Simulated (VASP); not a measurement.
Write the native input for VASP 6.6.1 that does the following.

```yaml
Task: single point
Functional: PBEsol
Potentials_or_basis: VASP PAW PBE potentials, release 64 (Ti_sv, Al)
Cutoff: 520 eV
k_mesh: 10 × 10 × 6
Occupations: gaussian, width 0.15 eV
Spin: no spin polarisation
Dipole_correction: no
Further_INCAR_settings: ALGO = Fast; EDIFF = 1e-06; NBANDS = 36
```

The structure of Ti3Al5 lies in POSCAR:

```
Ti3Al5
1.0
    3.8854354518      0.0000000000      0.0000000000
    0.0000000000      4.0017892621      0.0000000000
    0.0000000000      0.0000000000      8.4751901783
Ti Al
3 5
Direct
    0.0000000000      0.5000000000      0.2646132917
    0.0000000000      0.5000000000      0.7353867083
    0.5000000000      0.5000000000      0.0000000000
    0.0000000000      0.0000000000      0.0000000000
    0.0000000000      0.0000000000      0.5000000000
    0.5000000000      0.5000000000      0.5000000000
    0.5000000000      0.0000000000      0.2417027397
    0.5000000000      0.0000000000      0.7582972603
```

This cell differs from its parent crystal: strain +0.0525 x Voigt [0, 0, 1, 0, 0, 0].

One way to write it, as run:

INCAR

```
ALGO = Fast ; EDIFF = 1E-6
ENCUT = 520 ; GGA = PS
ISIF = 2 ; ISMEAR = 0
LASPH = T ; LCHARG = F
LREAL = F ; LWAVE = F
NBANDS = 36 ; NELM = 100
PREC = Accurate ; SIGMA = 0.15
```

KPOINTS

```
k-points
0
Gamma
  10 10 6
```

Potentials or basis: VASP PAW PBE potentials, release 64 (Ti_sv, Al).

Run with:

```bash
$ cat potpaw_PBE.64/Ti_sv/POTCAR potpaw_PBE.64/Al/POTCAR > POTCAR
$ mpirun -np 1 vasp_std > vasp.out
```

Results of the run:

```
Pressure      : -5.2 GPa
Largest force : 0.115 eV/Å
```

Caveat: the cell differs from its parent crystal (strain +0.0525 x Voigt [0, 0, 1, 0, 0, 0]); the PAW data sets were made with another functional, which shifts forces and pressure a little.

It took 17 min on 1 thread of Intel(R) Xeon(R) Platinum 8559C (Emerald Rapids) (shared host), peak memory 0.61 GiB.
